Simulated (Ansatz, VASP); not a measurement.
## Two plane-wave programs on Hg2S3

```
Hg S
1.0
     3.89075    0.00000    0.00000
    -1.94537    3.36949    0.00000
     0.00000    0.00000    8.36847
Hg S
2 3
Direct
  0.33333 0.66667 0.20067
  0.66667 0.33333 0.79933
  0.00000 0.00000 0.00000
  0.33333 0.66667 0.64074
  0.66667 0.33333 0.35926
```

Alike in both runs: functional PBE; k mesh 6 × 6 × 4; occupations gaussian, width 0.1 eV; no spin polarisation.

Ansatz relaxed the structure, and its values are those at the end. VASP's run is a single point on that final structure, the one shown.

|  | VASP | Ansatz |
| --- | --- | --- |
| version | VASP 6.6.1 | Ansatz 0.2.0 |
| potentials or method | VASP PAW PBE potentials, release 64 (Hg, S), cutoff 520 eV | scalar-relativistic, plane waves, PAW |
| valence electrons in the cell | 42 | 58 |

|  | VASP | Ansatz | Ansatz less VASP |
| --- | --- | --- | --- |
| gap on the k mesh at the Fermi level (eV) | none | none | - |
| pressure (GPa) | 0.3 | 0.0 | -0.35 |
| rms of the force components (eV/Å) | 0.015 | 0.001 | -0.0140 |

A gap of «none» marks a metal or a gap that the smearing closes. VASP's potentials hold 42 valence electrons a cell and Ansatz's 58, so a difference there can come from the potentials and not from the codes.

Neither program's run includes spin-orbit coupling.
